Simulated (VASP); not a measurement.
# Pt (Im-3m) in VASP: a series of runs, part 2 of 2

VASP 6.6.1. Earlier steps stand in the parts before.

### Step 5. Single point, PBE

This run uses another cell than the first one, of 15.51 Å³/atom, 1.083 times its volume.

The input, INCAR:

```
SYSTEM = Pt
ALGO = Normal ; EDIFF = 1E-6
ENCUT = 500 ; GGA = PE
GGA_COMPAT = .False. ; ISIF = 2
ISMEAR = -1 ; LASPH = .True.
LCHARG = .False. ; LREAL = .False.
LWAVE = .False. ; NBANDS = 11
NELM = 120 ; PREC = Accurate
SIGMA = 0.1
```

The input, KPOINTS:

```
k-points
0
Gamma
  10 10 10
  0 0 0
```

The input, POSCAR:

```
Pt
1.0
   -1.5709065975      1.5709065975      1.5709065975
    1.5709065975     -1.5709065975      1.5709065975
    1.5709065975      1.5709065975     -1.5709065975
Pt
1
Direct
    0.0000000000      0.0000000000      0.0000000000
```

Potentials or basis: VASP PAW PBE potentials, release 64 (Pt).

Launch:

```bash
> cat potpaw_PBE.64/Pt/POTCAR > POTCAR
> mpirun -np 1 vasp_std > vasp.out
```

OUTCAR:

```text
SYSTEM = Pt
   EDIFF = 1E-6
   ENCUT = 500
   GGA = PE
   ISIF = 2
   ISMEAR = -1
   LASPH = .True.
   LREAL = .False.
   NELM = 120
   PREC = Accurate

 ion  position               nearest neighbor table
   1  0.000  0.000  0.000-

  LATTYP: Found a body centered cubic cell.
 ALAT       =     3.1418131950

  Lattice vectors:

 A1 = (  -1.5709065975,   1.5709065975,   1.5709065975)
 A2 = (   1.5709065975,  -1.5709065975,   1.5709065975)
 A3 = (   1.5709065975,   1.5709065975,  -1.5709065975)

Analysis of symmetry for initial positions (statically):
=====================================================================
 Subroutine PRICEL returns:
 Original cell was already a primitive cell.

 Routine SETGRP: Setting up the symmetry group for a
 body centered cubic supercell.

 Subroutine GETGRP returns: Found 48 space group operations
 (whereof 48 operations were pure point group operations)
 out of a pool of 48 trial point group operations.

The static configuration has the point symmetry O_h .

Analysis of symmetry for dynamics (positions and initial velocities):
=====================================================================
 Subroutine PRICEL returns:
 Original cell was already a primitive cell.

 Routine SETGRP: Setting up the symmetry group for a
 body centered cubic supercell.

 Subroutine GETGRP returns: Found 48 space group operations
 (whereof 48 operations were pure point group operations)
 out of a pool of 48 trial point group operations.

The dynamic configuration has the point symmetry O_h .

 Subroutine INISYM returns: Found 48 space group operations
 (whereof 48 operations are pure point group operations),
 and found     1 'primitive' translations

----------------------------------------------------------------------------------------
[... 114 lines left out ...]
  Thomas-Fermi vector in A             =   2.535943
   LORBIT       =      0    0 simple, 1 ext, 2 COOP (PROOUT), +10 PAW based schemes
   GGA     = PE    functional components
   LHFCALC =     F    Hartree Fock is set to
   AEXX    =    0.0000 exact exchange contribution
   IVDW    =     0    specifies the selected vdW correction
   LEPSILON=     F    determine dielectric tensor
   LRPA    =     F    only Hartree local field effects (RPA)
 non-spin polarized calculation
  energy-cutoff  :      500.00
  volume of cell :       15.51
 maximum number of plane-waves:       410
   NGX =  9   NGY =  9   NGZ =  9

 number of electron      10.0000000 magnetization

 number of electron       9.9999997 magnetization

 Free energy of the ion-electron system (eV)
  ---------------------------------------------------
  ext. energy  EPLUGINS =         0.00000000
  ---------------------------------------------------
  free energy    TOTEN  =        -6.01615490 eV

  energy without entropy =       -5.98814334  energy(sigma->0) =       -6.00214912

 E-fermi :  10.6386     XC(G=0): -13.3148

 val. band max:       10.5975481965   @ k =  -0.4000   0.4000   0.4000
 cond. band min:      10.6472400491   @ k =  -0.3000   0.3000   0.2000
 fundamental gap:      0.0496918526
 Fermi energy:        10.6386188611

 k-point     1 :       0.0000    0.0000    0.0000
  band No.  band energies     occupation
      1       0.8451      2.00000
      2       6.9584      2.00000
      3       6.9584      2.00000
      4       6.9584      2.00000
      5       9.5119      1.99997
      6       9.5119      1.99997
      7      27.6287      0.00000
      8      27.6287      0.00000
      9      27.6287      0.00000
     10      37.9010      0.00000
     11      37.9010      0.00000
[... 309 lines left out ...]
 k-point    24 :      -0.3000    0.3000    0.1000
  band No.  band energies     occupation
      1       3.8549      2.00000
      2       6.2853      2.00000
      3       7.0530      2.00000
      4       8.6555      2.00000
      5       9.5230      1.99997
      6      10.0939      1.99142
      7      23.2552      0.00000
      8      26.3023      0.00000
      9      29.2795      0.00000
     10      32.6378      0.00000
     11      33.8274      0.00000

 [... further k-points ...]

------------------------ aborting loop because EDIFF is reached ----------------------------------------

  FORCE on cell =-STRESS in cart. coord.  units (eV):
  Direction    XX          YY          ZZ          XY          YZ          ZX
  --------------------------------------------------------------------------------------
  -------------------------------------------------------------------------------------
  Total        0.4789841      0.4789841      0.4789841     -0.0000000     -0.0000000     -0.0000000
  in kB       49.4903591     49.4903591     49.4903591     -0.0000000     -0.0000000     -0.0000000
  external PRESSURE =      49.4903591 kB  Pullay stress =       0.0000000 kB

 VOLUME and BASIS-vectors are now :
 -----------------------------------------------------------------------------
  energy-cutoff  :      500.00
  volume of cell :       15.51
      direct lattice vectors                 reciprocal lattice vectors
    -1.570906598  1.570906598  1.570906598     0.000000000  0.318287542  0.318287542
     1.570906598 -1.570906598  1.570906598     0.318287542  0.000000000  0.318287542
     1.570906598  1.570906598 -1.570906598     0.318287542  0.318287542  0.000000000

 POSITION                                       TOTAL-FORCE (eV/Angst)
 -----------------------------------------------------------------------------------
      0.00000      0.00000      0.00000        -0.000000      0.000000      0.000000
 -----------------------------------------------------------------------------------
    total drift:                                0.000000     -0.000000      0.000000

  FREE ENERGIE OF THE ION-ELECTRON SYSTEM (eV)
  ---------------------------------------------------
  free  energy   TOTEN  =        -6.0161548978 eV

  energy  without entropy=       -5.9881433422  energy(sigma->0) =       -6.00214912
```

OSZICAR:

```text
N       E                     dE             d eps       ncg     rms          rms(c)
DAV:   1     0.387429084784E+02    0.38743E+02   -0.52632E+03  1034   0.819E+02
DAV:   2    -0.575545788589E+01   -0.44498E+02   -0.43090E+02  1157   0.174E+02
DAV:   3    -0.637489179313E+01   -0.61943E+00   -0.61828E+00  1210   0.194E+01
DAV:   4    -0.637727376086E+01   -0.23820E-02   -0.23818E-02  1184   0.142E+00
DAV:   5    -0.637729315446E+01   -0.19394E-04   -0.19394E-04  1216   0.118E-01    0.116E+01
DAV:   6    -0.605235639377E+01    0.32494E+00   -0.73999E-01  1121   0.674E+00    0.614E+00
DAV:   7    -0.601931732791E+01    0.33039E-01   -0.11988E-01  1178   0.268E+00    0.245E+00
DAV:   8    -0.601645548281E+01    0.28618E-02   -0.73072E-03  1133   0.735E-01    0.575E-01
DAV:   9    -0.601615106934E+01    0.30441E-03   -0.48335E-04  1172   0.185E-01    0.320E-02
DAV:  10    -0.601615474412E+01   -0.36748E-05   -0.55671E-06  1260   0.188E-02    0.371E-03
DAV:  11    -0.601615489783E+01   -0.15371E-06   -0.50743E-08   697   0.228E-03
   1 F= -.60161549E+01 E0= -.60021491E+01  d E =-.280116E-01
```

stdout:

```text
POSCAR found type information on POSCAR Pt
 POSCAR found :  1 types and       1 ions
 scaLAPACK will be used
 LDA part: xc-table for (Slater+PW92), standard interpolation
 POSCAR, INCAR and KPOINTS ok, starting setup
 FFT: planning ... GRIDC
 FFT: planning ... GRID_SOFT
 FFT: planning ... GRID
 WAVECAR not read
 entering main loop
```

Wall time 4.7 s (1 thread of Intel Xeon Platinum 8488C (Sapphire Rapids), shared host); peak memory 0.13 GiB.

What came out:

```
Free energy            : -6.0162 eV
Pressure               : 4.9 GPa
Band gap on the k mesh : zero (band 5 reaches 11.57 eV, above the bottom of band 6 at 9.38 eV)
```

Caveat: spin-orbit coupling is left out, which moves the levels of the heavy elements.

### Step 6. Single point, PBE

This run uses another cell than the first one, of 15.90 Å³/atom, 1.111 times its volume.

The input, INCAR:

```
SYSTEM = Pt
PREC = Accurate ; ENCUT = 500
EDIFF = 1E-6 ; ISMEAR = -1
SIGMA = 0.1 ; LREAL = .False.
LASPH = .True. ; NELM = 120
ALGO = Normal ; ISIF = 2
LWAVE = .False. ; LCHARG = .False.
GGA = PE ; NBANDS = 11
GGA_COMPAT = .False.
```

The input, KPOINTS:

```
regular mesh
0
Gamma
  10 10 10
  0 0 0
```

The input, POSCAR:

```
Pt
1.0
   -1.5842200000      1.5842200000      1.5842200000
    1.5842200000     -1.5842200000      1.5842200000
    1.5842200000      1.5842200000     -1.5842200000
Pt
1
Direct
    0.0000000000      0.0000000000      0.0000000000
```

Potentials or basis: VASP PAW PBE potentials, release 64 (Pt).

Launch:

```bash
> cat potpaw_PBE.64/Pt/POTCAR > POTCAR
> mpirun -np 1 vasp_std > vasp.out
```

Wall time 4.7 s (1 thread of Intel Xeon Platinum 8488C (Sapphire Rapids), shared host); peak memory 0.12 GiB.

Results (log left out):

- Free energy: -6.0208 eV
- Pressure: -1.3 GPa
- Band gap on the k mesh: zero (band 5 reaches 11.07 eV, above the bottom of band 6 at 8.97 eV)

Levels at points of the mesh, in eV from the Fermi level:
```csv
k point,band 2,band 3,band 4,band 5,band 6,band 7,band 8,band 9
"(0.00, 0.00, 0.00)",-3.54,-3.54,-3.54,-1.08,-1.08,17.00,17.00,17.00
"(0.50, 0.00, 0.00)",-4.94,-1.26,-0.76,0.19,0.94,6.14,13.17,15.70
"(0.50, 0.50, 0.50)",-6.10,0.42,0.42,0.42,7.56,7.56,7.56,12.59
```

Caveat: spin-orbit coupling is left out, which moves the levels of the heavy elements.

### Step 7. Overview

```tsv
cell	gap on the mesh (eV)	pressure (GPa)
a = 2.649 Å, angles 109.5°, 1 atom	none	31.0
a = 2.674 Å, angles 109.5°, 1 atom	none	20.8
a = 2.697 Å, angles 109.5°, 1 atom	none	12.3
a = 2.721 Å, angles 109.5°, 1 atom	none	4.9
a = 2.744 Å, angles 109.5°, 1 atom	none	-1.3
```

Alike in all rows: task single point; level PBE; potentials or basis VASP PAW PBE potentials, release 64 (Pt); no spin polarisation; k mesh 10 × 10 × 10; cutoff (eV) 500; smearing fermi-dirac 0.1 eV.

Caveats: spin-orbit coupling is left out, which moves the levels of the heavy elements.

Absolute energies hang on the potentials; compare differences alone.
